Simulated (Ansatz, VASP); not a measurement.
## Fe3Ge: VASP beside Ansatz

```xyz
4
Lattice="3.5341 0.0000 0.0000 0.0000 3.5341 0.0000 0.0000 0.0000 3.5341" Properties=species:S:1:pos:R:3 pbc="T T T"
Fe    0.0000    1.7671    1.7671
Fe    1.7671    1.7671    0.0000
Fe    1.7671    0.0000    1.7671
Ge    0.0000    0.0000    0.0000
```

Alike in both runs: functional LDA; k mesh 6 × 6 × 6; occupations fermi-dirac, width 0.1 eV; collinear spin.

Ansatz relaxed the structure, and its values are those at the end. VASP's run is a single point on that final structure, the one shown.

|  | VASP | Ansatz |
| --- | --- | --- |
| version | VASP 6.6.1 | Ansatz 0.2.0 |
| potentials or method | VASP PAW LDA potentials, release 64 (Fe_sv, Ge_d), cutoff 600 eV | plane waves, PAW |
| valence electrons in the cell | 62 | 62 |

Ansatz gave:

* pressure (GPa): 0.0
* net moment per atom (μB): 1.42
* size of the moment on the site where the two differ most (μB): 1.90

Question: What did VASP give for the same quantities?

Answer: Pressure (GPa): -3.6; net moment per atom (μB): 1.34; size of the moment on the site where the two differ most (μB): 1.72.

LDA's correlation is that of Perdew and Zunger in VASP and of Perdew and Wang (1992) in Ansatz. Site moments also hang on the region over which each program counts them. Ansatz's warnings: given moment on shells.
